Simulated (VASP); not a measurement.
# Zr (P6/mmm) in VASP: a series of runs, part 2 of 2

VASP 6.6.1. The steps go on from the part before.

### Step 3. Relaxation of cell and atoms, PBE, target pressure 1.8 GPa, at which the enthalpy is minimised

This run uses another cell than the first one, of 23.86 Å³/atom.

The input, INCAR:

```
  PREC = Accurate
  ENCUT = 600
  EDIFF = 1E-6
  ISMEAR = -1
  SIGMA = 0.05
  LREAL = False
  LASPH = True
  NELM = 100
  ALGO = Normal
  ISIF = 3
  LWAVE = False
  LCHARG = False
  GGA = PE
  IBRION = 2
  NSW = 60
  EDIFFG = -0.005
  PSTRESS = 18.0
```

The input, KPOINTS:

```
regular mesh
0
Gamma
  14 14 13
```

The input, POSCAR:

```
Zr
1.0
    3.0831483785      0.0000000000      0.0000000000
   -1.5415741892      2.6700848194      0.0000000000
    0.0000000000      0.0000000000      2.8981594758
Zr
1
Direct
    0.0000000000      0.0000000000      0.0000000000
```

Potentials or basis: VASP PAW PBE potentials, release 64 (Zr_sv).

Started as:

```sh
$ cat potpaw_PBE.64/Zr_sv/POTCAR > POTCAR
$ mpirun -np 1 vasp_std > vasp.out
```

OUTCAR:

```text
PREC = Accurate
   ENCUT = 600
   EDIFF = 1E-6
   ISMEAR = -1
   LREAL = False
   LASPH = True
   NELM = 100
   ISIF = 3
   GGA = PE
   IBRION = 2
   NSW = 60
   EDIFFG = -0.005
   PSTRESS = 18.0

 ion  position               nearest neighbor table
   1  0.000  0.000  0.000-

  LATTYP: Found a hexagonal cell.
 ALAT       =     3.0831483785
 C/A-ratio  =     0.9400000000

  Lattice vectors:

 A1 = (   3.0831483785,   0.0000000000,   0.0000000000)
 A2 = (  -1.5415741892,   2.6700848194,   0.0000000000)
 A3 = (   0.0000000000,   0.0000000000,   2.8981594758)

Analysis of symmetry for initial positions (statically):
=====================================================================
 Subroutine PRICEL returns:
 Original cell was already a primitive cell.

 Routine SETGRP: Setting up the symmetry group for a
 hexagonal supercell.

 Subroutine GETGRP returns: Found 24 space group operations
 (whereof 24 operations were pure point group operations)
 out of a pool of 24 trial point group operations.

The static configuration has the point symmetry D_6h.

Analysis of symmetry for dynamics (positions and initial velocities):
=====================================================================
 Subroutine PRICEL returns:
 Original cell was already a primitive cell.

 Routine SETGRP: Setting up the symmetry group for a
 hexagonal supercell.

 Subroutine GETGRP returns: Found 24 space group operations
 (whereof 24 operations were pure point group operations)
 out of a pool of 24 trial point group operations.

The dynamic configuration has the point symmetry D_6h.

 Subroutine INISYM returns: Found 24 space group operations
 (whereof 24 operations are pure point group operations),
 and found     1 'primitive' translations

----------------------------------------------------------------------------------------

                                     Primitive cell

  volume of cell :      23.8584

  direct lattice vectors                    reciprocal lattice vectors
     3.083148378  0.000000000  0.000000000     0.324343780  0.187259969  0.000000000
    -1.541574189  2.670084819  0.000000000     0.000000000  0.374519938  0.000000000
     0.000000000  0.000000000  2.898159476     0.000000000  0.000000000  0.345046575

  length of vectors
     3.083148378  3.083148378  2.898159476     0.374519938  0.374519938  0.345046575

  position of ions in fractional coordinates (direct lattice)
     0.000000000  0.000000000  0.000000000

  ion indices of the primitive-cell ions
   primitive index   ion index
                 1           1

----------------------------------------------------------------------------------------

 KPOINTS: regular mesh

Automatic generation of k-mesh.
 Grid dimensions read from file:
 generate k-points for:   14   14   13

 Generating k-lattice:

  Cartesian coordinates                     Fractional coordinates (reciprocal lattice)
     0.023167413  0.013375712  0.000000000     0.071428571 -0.000000000  0.000000000
[... 54 lines left out ...]
   LNONCOLLINEAR =      F non collinear calculations
   LSORBIT =      F    spin-orbit coupling
   LASPH  =      T    aspherical Exc in radial PAW
   ENCUT  =  600.0 eV  44.10 Ry    6.64 a.u.   6.16  6.16  5.79*2*pi/ulx,y,z
   NELM   =    100;   NELMIN=  2; NELMDL= -5     # of ELM steps
   EDIFF  = 0.1E-05   stopping-criterion for ELM
   LREAL  =      F    real-space projection
   EDIFFG = -.5E-02   stopping-criterion for IOM
   NSW    =     60    number of steps for IOM
   IBRION =      2    ionic relax: 0-MD 1-quasi-New 2-CG
   NFREE  =      1    steps in history (QN), initial steepest desc. (CG)
   ISIF   =      3    stress and relaxation
   ISYM   =      2    0-nonsym 1-usesym 2-fastsym
   POTIM  = 0.5000    time-step for ionic-motion
   TEBEG  =    0.0;   TEEND  =   0.0 temperature during run
   PSTRESS=   18.0 pullay stress
   NELECT =      12.0000    total number of electrons
   NUPDOWN=      -1.0000    fix difference up-down
   EMIN   =  10.00;   EMAX   =-10.00  energy-range for DOS
   EFERMI =   0.00;   METHOD = LEGACY
   ISMEAR =    -1;   SIGMA  =   0.05  broadening in eV -4-tet -1-fermi 0-gaus
   EFERMI_NEDOS =   21; number of points for ismear=-14 and -15
   IALGO  =     38    algorithm
   IMIX   =      4    mixing-type and parameters
     AMIX     =   0.40;   BMIX     =  1.00
     AMIX_MAG =   1.60;   BMIX_MAG =  1.00
  volume/ion in A,a.u.               =      23.86       161.00
  Fermi-wavevector in a.u.,A,eV,Ry     =   1.301931  2.460293 23.062209  1.695025
  Thomas-Fermi vector in A             =   2.433032
   LORBIT       =      0    0 simple, 1 ext, 2 COOP (PROOUT), +10 PAW based schemes
   GGA     = PE    functional components
   LHFCALC =     F    Hartree Fock is set to
   AEXX    =    0.0000 exact exchange contribution
   IVDW    =     0    specifies the selected vdW correction
   LEPSILON=     F    determine dielectric tensor
   LRPA    =     F    only Hartree local field effects (RPA)
 conjugate gradient relaxation of ions
 non-spin polarized calculation
  energy-cutoff  :      600.00
  volume of cell :       23.86
 maximum number of plane-waves:       816
 NGX is ok and might be reduce to    28
   NGX = 13   NGY = 13   NGZ = 11

--------------------------------------- Ionic step        1  -------------------------------------------

 number of electron      12.0000000 magnetization

 Free energy of the ion-electron system (eV)
  ---------------------------------------------------
  ext. energy  EPLUGINS =         0.00000000
  ---------------------------------------------------
  free energy    TOTEN  =        -8.13046991 eV

  energy without entropy =       -8.12135090  energy(sigma->0) =       -8.12591040

------------------------ aborting loop because EDIFF is reached ----------------------------------------

  FORCE on cell =-STRESS in cart. coord.  units (eV):
  Direction    XX          YY          ZZ          XY          YZ          ZX
  --------------------------------------------------------------------------------------
  -------------------------------------------------------------------------------------
  Total       -0.4699145     -0.4699145      0.7109563     -0.0000000      0.0000000      0.0000000
  in kB      -31.5564155    -31.5564155     47.7432193     -0.0000000      0.0000000      0.0000000
  external PRESSURE =     -23.1232039 kB  Pullay stress =      18.0000000 kB
[... 94 lines left out ...]
  energy  without entropy=       -8.1399612620  energy(sigma->0) =       -8.14320854

  enthalpy is  TOTEN    =        -7.8892524103 eV   P V=        0.2572033989

[... ionic steps 4 to 8 ...]

--------------------------------------- Ionic step        9  -------------------------------------------

 number of electron      12.0000000 magnetization

------------------------ aborting loop because EDIFF is reached ----------------------------------------
[... 69 lines left out ...]
--------------------------------------- Ionic step       11  -------------------------------------------

 number of electron      12.0000000 magnetization

 Free energy of the ion-electron system (eV)
  ---------------------------------------------------
  ext. energy  EPLUGINS =         0.00000000
  ---------------------------------------------------
  free energy    TOTEN  =        -8.15598656 eV

  energy without entropy =       -8.15021553  energy(sigma->0) =       -8.15310105

 E-fermi :   8.5453     XC(G=0): -11.0115

 val. band max:        8.5136723225   @ k =   0.2143   0.1429   0.0769
 cond. band min:       8.5478210980   @ k =   0.2143   0.2143   0.3846
 fundamental gap:      0.0341487755
 Fermi energy:         8.5452502017

 k-point     1 :       0.0000    0.0000    0.0000
  band No.  band energies     occupation
      1     -40.0000      2.00000
      2     -17.5738      2.00000
      3     -17.3207      2.00000
      4     -17.3207      2.00000
      5       3.4151      2.00000
      6       6.8952      2.00000
      7       9.8894      0.00000
      8       9.8894      0.00000
      9      14.2989      0.00000
     10      14.2989      0.00000
[... 287 lines left out ...]
 k-point    24 :       0.3571    0.2857    0.0000
  band No.  band energies     occupation
      1     -39.7712      2.00000
      2     -18.3519      2.00000
      3     -18.1506      2.00000
      4     -17.3873      2.00000
      5       7.9030      1.99999
      6       8.2756      1.99094
      7       8.6404      0.25946
      8      11.4279      0.00000
      9      11.9509      0.00000
     10      16.3846      0.00000

 [... further k-points ...]

------------------------ aborting loop because EDIFF is reached ----------------------------------------

  FORCE on cell =-STRESS in cart. coord.  units (eV):
  Direction    XX          YY          ZZ          XY          YZ          ZX
  --------------------------------------------------------------------------------------
  -------------------------------------------------------------------------------------
  Total        0.2674652      0.2674652      0.2581528      0.0000000     -0.0000000      0.0000000
  in kB       18.3355037     18.3355037     17.6971102      0.0000000     -0.0000000      0.0000000
  external PRESSURE =       0.1227058 kB  Pullay stress =      18.0000000 kB
[... 20 lines left out ...]
  energy  without entropy=       -8.1502155332  energy(sigma->0) =       -8.15310105

  enthalpy is  TOTEN    =        -7.8934154160 eV   P V=        0.2625711480

 reached required accuracy - stopping structural energy minimisation
```

OSZICAR:

```text
N       E                     dE             d eps       ncg     rms          rms(c)
DAV:   1     0.986036945536E+02    0.98604E+02   -0.76990E+03  3360   0.133E+03
DAV:   2    -0.463030958112E+01   -0.10323E+03   -0.10110E+03  3662   0.317E+02
DAV:   3    -0.829314700024E+01   -0.36628E+01   -0.35611E+01  4716   0.535E+01
[... 83 lines left out ...]
DAV:   2    -0.815601275718E+01    0.20517E-03   -0.51108E-04  3626   0.236E-01    0.382E-02
DAV:   3    -0.815598346792E+01    0.29289E-04   -0.21392E-04  4720   0.122E-01    0.242E-02
DAV:   4    -0.815598557722E+01   -0.21093E-05   -0.43462E-06  3684   0.215E-02    0.125E-02
DAV:   5    -0.815598668428E+01   -0.11071E-05   -0.69230E-06  4150   0.157E-02    0.279E-03
DAV:   6    -0.815598656404E+01    0.12024E-06   -0.77272E-08  1700   0.311E-03
  11 F= -.78934154E+01 E0= -.78905299E+01  d E =-.955799E-04
```

CONTCAR:

```text
Zr
   1.00000000000000
     2.9985149500648993   -0.0000000000000777    0.0000000000000000
    -1.4992574749838896    2.5967901203664061   -0.0000000000000000
     0.0000000000000000    0.0000000000000000    3.0015253221964850
  Zr
     1
Direct
     0.0000000000000000    0.0000000000000000    0.0000000000000000

  0.00000000E+00  0.00000000E+00  0.00000000E+00
```

Wall time 5.2 min (1 thread of AMD EPYC 7R13, shared host); peak memory 0.17 GiB.

What came out:

```yaml
Free_energy: -8.1560 eV
Relaxed_volume: 23.37 Å³/atom
Relaxed_cell: a = 2.999 Å, b = 2.999 Å, c = 3.002 Å, α = 90.00°, β = 90.00°, γ = 120.00°
Space_group_after_relaxing_to_0.1_Å: P6/mmm (No. 191)
Energy_change_on_relaxing_the_run_minimises_the_enthalpy: -25.5 meV/atom
Ionic_steps: 11
Pressure_after_relaxing: 1.8 GPa
Band_gap_on_the_k_mesh: zero (bands 6 and 7 overlap by 0.47 eV)
```

The path:
| step | energy change (eV) | largest force (eV/Å) | pressure (GPa) | volume (Å³) |
| --- | --- | --- | --- | --- |
| 1 | 0.0000 | 0.0000 | -0.51 | 23.86 |
| 2 | -0.0115 | 0.0000 | 4.56 | 22.66 |
| 3 | -0.0160 | 0.0000 | 3.48 | 22.89 |
| 4 | -0.0259 | 0.0000 | 1.60 | 23.46 |
| 5 | -0.0247 | 0.0000 | 2.08 | 23.30 |
| 6 | -0.0248 | 0.0000 | 2.08 | 23.31 |
| 7 | -0.0260 | 0.0000 | 1.63 | 23.42 |
| 8 | -0.0256 | 0.0000 | 1.78 | 23.38 |
| 9 | -0.0256 | 0.0000 | 1.76 | 23.38 |
| 10 | -0.0252 | 0.0000 | 1.92 | 23.34 |
| 11 | -0.0255 | 0.0000 | 1.81 | 23.37 |

Final structure:
```
CELL_PARAMETERS angstrom
2.99851 0.00000 0.00000
-1.49926 2.59679 0.00000
0.00000 0.00000 3.00153
ATOMIC_POSITIONS crystal
Zr 0.00000 0.00000 0.00000
```

Caveat: the cell is relaxed towards a set pressure, so the run minimises the enthalpy, not the energy.

The gap in the log of VASP goes by the Fermi energy; the results here count the filled bands.